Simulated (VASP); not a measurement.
# AlRh in VASP: single point with LDA

Aim: the single point of AlRh with LDA.

All numbers are computed with VASP 6.6.1; they aren't measurements. Logs are shortened: lines on timing, memory, paths and dates and some standing lists are left out, and cuts for length are marked.

### Step 1. The cell of the first run

The cell holds a slab with vacuum, 12 atoms: a = 4.211 Å, b = 2.977 Å, c = 22.526 Å, α = 90.00°, β = 90.00°, γ = 90.00°.

### Step 2. Single point, LDA

Contents of INCAR:

```
SYSTEM = AlRh
  PREC = Accurate
  ENCUT = 520
  EDIFF = 1E-6
  ISMEAR = -1
  SIGMA = 0.1
  LREAL = .FALSE.
  LASPH = .TRUE.
  NELM = 100
  ALGO = Normal
  ISIF = 2
  LWAVE = .FALSE.
  LCHARG = .FALSE.
  LDIPOL = .TRUE.
  IDIPOL = 3
  DIPOL = 0.5 0.5 0.500
  GGA = CA
  NBANDS = 66
```

Contents of KPOINTS:

```
regular mesh
0
G
  4 6 1
  0 0 0
```

Contents of POSCAR:

```
AlRh
1.0
    4.2105691520      0.0000000000      0.0000000000
    0.0000000000      2.9773220000      0.0000000000
    0.0000000000      0.0000000000     22.5264228799
Al Rh
6 6
Direct
    0.0000000000      0.0000000000      0.2663538739
    0.5000000000      0.0000000000      0.3598123244
    0.0000000000      0.0000000000      0.4532707748
    0.5000000000      0.0000000000      0.5467292252
    0.0000000000      0.0000000000      0.6401876756
    0.5000000000      0.0000000000      0.7336461261
    0.5000000000      0.5000000000      0.2663538739
    0.0000000000      0.5000000000      0.3598123244
    0.5000000000      0.5000000000      0.4532707748
    0.0000000000      0.5000000000      0.5467292252
    0.5000000000      0.5000000000      0.6401876756
    0.0000000000      0.5000000000      0.7336461261
```

Potentials or basis: VASP PAW LDA potentials, release 64 (Al, Rh_pv).

Command:

```
> cat potpaw_LDA.64/Al/POTCAR potpaw_LDA.64/Rh_pv/POTCAR > POTCAR
> mpirun -np 1 vasp_std > vasp.out
```

OUTCAR:

```text
SYSTEM = AlRh
   PREC = Accurate
   ENCUT = 520
   EDIFF = 1E-6
   ISMEAR = -1
   LREAL = .FALSE.
   LASPH = .TRUE.
   NELM = 100
   ISIF = 2
   GGA = CA

 ion  position               nearest neighbor table
   1  0.000  0.000  0.266-   7 2.58   7 2.58   7 2.58   7 2.58   8 2.58   8 2.58   2 2.98   2 2.98

   2  0.500  0.000  0.360-   9 2.58   9 2.58   8 2.58   8 2.58   8 2.58   8 2.58   7 2.58   7 2.58
                             3 2.98   3 2.98   1 2.98   1 2.98
   3  0.000  0.000  0.453-  10 2.58  10 2.58   8 2.58   8 2.58   9 2.58   9 2.58   9 2.58   9 2.58
                             4 2.98   4 2.98   2 2.98   2 2.98
   4  0.500  0.000  0.547-   9 2.58   9 2.58  11 2.58  11 2.58  10 2.58  10 2.58  10 2.58  10 2.58
                             3 2.98   3 2.98   5 2.98   5 2.98
   5  0.000  0.000  0.640-  10 2.58  10 2.58  11 2.58  11 2.58  11 2.58  11 2.58  12 2.58  12 2.58
                             4 2.98   4 2.98   6 2.98   6 2.98
   6  0.500  0.000  0.734-  12 2.58  12 2.58  12 2.58  12 2.58  11 2.58  11 2.58   5 2.98   5 2.98

   7  0.500  0.500  0.266-   1 2.58   1 2.58   1 2.58   1 2.58   2 2.58   2 2.58   8 2.98   8 2.98

   8  0.000  0.500  0.360-   3 2.58   3 2.58   2 2.58   2 2.58   2 2.58   2 2.58   1 2.58   1 2.58
                             9 2.98   9 2.98   7 2.98   7 2.98
   9  0.500  0.500  0.453-   4 2.58   4 2.58   2 2.58   2 2.58   3 2.58   3 2.58   3 2.58   3 2.58
                            10 2.98  10 2.98   8 2.98   8 2.98
  10  0.000  0.500  0.547-   3 2.58   3 2.58   5 2.58   5 2.58   4 2.58   4 2.58   4 2.58   4 2.58
                             9 2.98   9 2.98  11 2.98  11 2.98
  11  0.500  0.500  0.640-   4 2.58   4 2.58   5 2.58   5 2.58   5 2.58   5 2.58   6 2.58   6 2.58
                            10 2.98  10 2.98  12 2.98  12 2.98
  12  0.000  0.500  0.734-   6 2.58   6 2.58   6 2.58   6 2.58   5 2.58   5 2.58  11 2.98  11 2.98

  LATTYP: Found a simple orthorhombic cell.
 ALAT       =     2.9773220000
 B/A-ratio  =     1.4142135624
 C/A-ratio  =     7.5660015544

  Lattice vectors:

 A1 = (   0.0000000000,  -2.9773220000,   0.0000000000)
 A2 = (   4.2105691520,   0.0000000000,   0.0000000000)
 A3 = (   0.0000000000,   0.0000000000,  22.5264228799)

Analysis of symmetry for initial positions (statically):
=====================================================================
 Subroutine PRICEL returns:
 Original cell was already a primitive cell.

 Routine SETGRP: Setting up the symmetry group for a
 simple orthorhombic supercell.

 Subroutine GETGRP returns: Found  8 space group operations
 (whereof  4 operations were pure point group operations)
 out of a pool of  8 trial point group operations.

The static configuration has the point symmetry C_2v.
 The point group associated with its full space group is D_2h.

[... 143 lines left out ...]
  Thomas-Fermi vector in A             =   2.324442
   LORBIT       =      0    0 simple, 1 ext, 2 COOP (PROOUT), +10 PAW based schemes
   GGA     = CA    functional components
   LHFCALC =     F    Hartree Fock is set to
   AEXX    =    0.0000 exact exchange contribution
   IVDW    =     0    specifies the selected vdW correction
   LEPSILON=     F    determine dielectric tensor
   LRPA    =     F    only Hartree local field effects (RPA)
 non-spin polarized calculation
  energy-cutoff  :      520.00
  volume of cell :      282.40
 maximum number of plane-waves:      7663
 NGX is ok and might be reduce to    32
   NGX = 15   NGY = 11   NGZ = 83

 dipolmoment           0.000000      0.000000      0.000000 electrons x Angstroem

 number of electron     107.9999970 magnetization

 dipolmoment           0.000000      0.000000     -0.000000 electrons x Angstroem

 Free energy of the ion-electron system (eV)
  ---------------------------------------------------
  ext. energy  EPLUGINS =         0.00000000
  ---------------------------------------------------
  free energy    TOTEN  =       -86.99974151 eV

  energy without entropy =      -86.83980691  energy(sigma->0) =      -86.91977421

 E-fermi :   4.0359     XC(G=0):  -8.1455

 val. band max:        3.9266526336   @ k =   0.5000   0.0000   0.0000
 cond. band min:       4.0714821180   @ k =   0.0000   0.1667   0.0000
 fundamental gap:      0.1448294843
 Fermi energy:         4.0358786431

 k-point     1 :       0.0000    0.0000    0.0000
  band No.  band energies     occupation
      1     -42.4568      2.00000
      2     -42.4556      2.00000
      3     -42.3935      2.00000
      4     -42.3914      2.00000
      5     -42.3371      2.00000
      6     -42.3243      2.00000
[... 817 lines left out ...]
     65       8.4667      0.00000
     66       8.4667      0.00000

------------------------ aborting loop because EDIFF is reached ----------------------------------------

 vacuum level on the upper side and lower side of the slab       (xc-potential included)        -0.250        -0.250

  FORCE on cell =-STRESS in cart. coord.  units (eV):
  Direction    XX          YY          ZZ          XY          YZ          ZX
  --------------------------------------------------------------------------------------
  -------------------------------------------------------------------------------------
  Total       -9.8351411    -11.7700346     -5.9541611      0.0000000      0.0000000      0.0000000
  in kB      -55.7997605    -66.7773958    -33.7809859      0.0000000      0.0000000      0.0000000
  external PRESSURE =     -52.1193808 kB  Pullay stress =       0.0000000 kB

 VOLUME and BASIS-vectors are now :
 -----------------------------------------------------------------------------
  energy-cutoff  :      520.00
  volume of cell :      282.40
      direct lattice vectors                 reciprocal lattice vectors
     4.210569152  0.000000000  0.000000000     0.237497584  0.000000000  0.000000000
     0.000000000  2.977322000  0.000000000     0.000000000  0.335872304  0.000000000
     0.000000000  0.000000000 22.526422880     0.000000000  0.000000000  0.044392312

 POSITION                                       TOTAL-FORCE (eV/Angst)
 -----------------------------------------------------------------------------------
      0.00000      0.00000      6.00000         0.000000      0.000000     -0.466165
      2.10528      0.00000      8.10528         0.000000      0.000000     -0.679730
      0.00000      0.00000     10.21057         0.000000      0.000000     -0.071548
      2.10528      0.00000     12.31585         0.000000      0.000000      0.071548
      0.00000      0.00000     14.42114         0.000000      0.000000      0.679730
      2.10528      0.00000     16.52642         0.000000      0.000000      0.466165
      2.10528      1.48866      6.00000         0.000000      0.000000      1.160831
      0.00000      1.48866      8.10528         0.000000      0.000000      0.486005
      2.10528      1.48866     10.21057         0.000000      0.000000     -0.014602
      0.00000      1.48866     12.31585         0.000000      0.000000      0.014602
      2.10528      1.48866     14.42114         0.000000      0.000000     -0.486005
      0.00000      1.48866     16.52642         0.000000      0.000000     -1.160831
 -----------------------------------------------------------------------------------
    total drift:                                0.000000     -0.000000      0.000000

  FREE ENERGIE OF THE ION-ELECTRON SYSTEM (eV)
  ---------------------------------------------------
  free  energy   TOTEN  =       -86.9997415059 eV

  energy  without entropy=      -86.8398069136  energy(sigma->0) =      -86.91977421

 vacuum level on the upper side and lower side of the slab         8.984         8.984
```

It took 2.9 min on 1 thread of Intel Xeon 6975P-C (Granite Rapids), shared host; peak memory 0.37 GiB.

What came out:

```yaml
Free_energy: -86.9997 eV
Largest_force: 1.161 eV/Å
Band_gap_on_the_k_mesh: zero (band 54 reaches 4.79 eV, above the bottom of band 55 at 3.23 eV)
```

Forces on the atoms (eV/Å):
```
Al   0.000  0.000 -0.466
Al   0.000  0.000 -0.680
Al   0.000  0.000 -0.072
Al   0.000  0.000  0.072
Al   0.000  0.000  0.680
Al   0.000  0.000  0.466
Rh   0.000  0.000  1.161
Rh   0.000  0.000  0.486
Rh   0.000  0.000 -0.015
Rh   0.000  0.000  0.015
Rh   0.000  0.000 -0.486
Rh   0.000  0.000 -1.161
```

Caveat: the k points lie up to 0.37 Å⁻¹ apart.
